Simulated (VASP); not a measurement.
A run of VASP 6.6.1 is set up as follows.

Contents of INCAR:

```
ALGO = Normal ; EDIFF = 1E-6
ENCUT = 600 ; GGA = PE
GGA_COMPAT = F ; ISIF = 2
ISMEAR = 0 ; LASPH = T
LCHARG = F ; LREAL = F
LWAVE = F ; NBANDS = 55
NELM = 120 ; PREC = Accurate
SIGMA = 0.1
```

KPOINTS

```
k-points
0
Gamma
  6 6 6
```

File POSCAR:

```
Ga2O3
1.0
    2.5287174652      1.4599557092      4.5410749052
   -2.5287174652      1.4599557092      4.5410749052
    0.0000000000     -2.9199114184      4.5410749052
Ga O
4 6
Direct
    0.6441583187      0.6441583187      0.6441583187
    0.8558416813      0.8558416813      0.8558416813
    0.1441583187      0.1441583187      0.1441583187
    0.3558416813      0.3558416813      0.3558416813
    0.4468793625      0.0531206375      0.7500000000
    0.9468793625      0.2500000000      0.5531206375
    0.0531206375      0.7500000000      0.4468793625
    0.7500000000      0.4468793625      0.0531206375
    0.2500000000      0.5531206375      0.9468793625
    0.5531206375      0.9468793625      0.2500000000
```

Potentials or basis: VASP PAW PBE potentials, release 64 (Ga_d, O).

Launch:

```sh
$ cat potpaw_PBE.64/Ga_d/POTCAR potpaw_PBE.64/O/POTCAR > POTCAR
$ mpirun -np 1 vasp_std > vasp.out
```

**Question.** Predict the pressure.

**Answer.** 0.7 GPa.

**Question.** What does it give for the band gap on the k mesh?

**Answer.** 2.39 eV (least direct gap 2.63 eV).

**Question.** Predict the largest force.

**Answer.** 0.012 eV/Å.

Forces on the atoms (eV/Å):
```
Ga   0.000  0.000 -0.012
Ga   0.000  0.000  0.012
Ga   0.000  0.000 -0.012
Ga   0.000  0.000  0.012
O    0.000  0.000  0.000
O    0.000  0.000  0.000
O    0.000  0.000  0.000
O    0.000  0.000  0.000
O    0.000  0.000  0.000
O    0.000  0.000  0.000
```

A k mesh can miss the band edges.
